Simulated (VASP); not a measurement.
Here is a VASP 6.6.1 calculation.

INCAR

```
PREC = Accurate ; ENCUT = 520
EDIFF = 1E-7 ; ISMEAR = 0
SIGMA = 0.05 ; LREAL = False
LASPH = True ; NELM = 60
ALGO = Normal ; ISIF = 2
LWAVE = False ; LCHARG = False
GGA = PE ; NBANDS = 16
```

KPOINTS

```
regular mesh
0
Gamma
  12 12 4
```

File POSCAR:

```
BN
1.0
    2.5978913932      0.0000000000      0.0000000000
   -1.2989456966      2.2498399428      0.0000000000
    0.0000000000      0.0000000000      6.6612000000
B N
2 2
Direct
    0.3333333333      0.6666666667      0.2500000000
    0.6666666667      0.3333333333      0.7500000000
    0.3333333333      0.6666666667      0.7500000000
    0.6666666667      0.3333333333      0.2500000000
```

Potentials or basis: VASP PAW PBE potentials, release 64 (B, N).

The run is started by

```bash
$ cat potpaw_PBE.64/B/POTCAR potpaw_PBE.64/N/POTCAR > POTCAR
$ mpirun -np 1 vasp_std > vasp.out
```

(1) What does it give for the band gap on the k mesh?

(2) Estimate the pressure.

## Answers

(1) 4.07 eV, indirect (least direct gap 4.36 eV).

(2) -19.5 GPa.

Caveat: the cell differs from its parent crystal (strain +0.0375 x Voigt [1, 1, 0, 0, 0, 0]); this functional lacks dispersion, which binds the layers, so the pressure and a relaxed spacing across them are unreliable.
